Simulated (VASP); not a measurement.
A run of VASP 6.6.1 is set up as follows.

The input INCAR:

```
ALGO = Normal ; EDIFF = 1E-6
ENCUT = 520 ; GGA = PE
ISIF = 2 ; ISMEAR = 0
ISPIN = 2 ; LASPH = True
LCHARG = False ; LMAXMIX = 4
LORBIT = 11 ; LREAL = False
LWAVE = False ; MAGMOM = 1 0 0 0 0 0
NBANDS = 40 ; NELM = 150
PREC = Accurate ; SIGMA = 0.1
```

The input KPOINTS:

```
k-points
0
Gamma
  6 6 2
```

Contents of POSCAR:

```
CuAu2Cl3
1.0
    3.5565518649     -0.0000000027      0.0000000000
   -1.7782759301      3.0800642662      0.0000000000
    0.0000000000      0.0000000000     10.7977282753
Cu Au Cl
1 2 3
Direct
    0.0000000000      0.0000000000      0.0000000000
    0.3333333333      0.6666666667      0.6741364356
    0.6666666667      0.3333333333      0.3258635644
    0.6666666667      0.3333333333      0.8658956397
    0.0000000000      0.0000000000      0.5000000000
    0.3333333333      0.6666666667      0.1341043603
```

Potentials or basis: VASP PAW PBE potentials, release 64 (Cu, Au, Cl).

Launch:

```bash
$ cat potpaw_PBE.64/Cu/POTCAR potpaw_PBE.64/Au/POTCAR potpaw_PBE.64/Cl/POTCAR > POTCAR
$ mpirun -np 1 vasp_std > vasp.out
```

**Question.** Estimate the band gap on the k mesh.

**Answer.** Zero (filled and empty bands overlap).

**Question.** Estimate the net moment.

**Answer.** 0.00 μB per cell.

**Question.** What does it give for the pressure?

**Answer.** -0.1 GPa.

Stress tensor (GPa, compression positive):
```
-0.15  0.00  0.00
 0.00 -0.15  0.00
 0.00  0.00  0.07
```

Caveat: spin-orbit coupling is left out, which moves the levels of the heavy elements. With open d or f shells a metallic result of PBE can be an artefact of self-interaction; +U or a hybrid may open a gap.
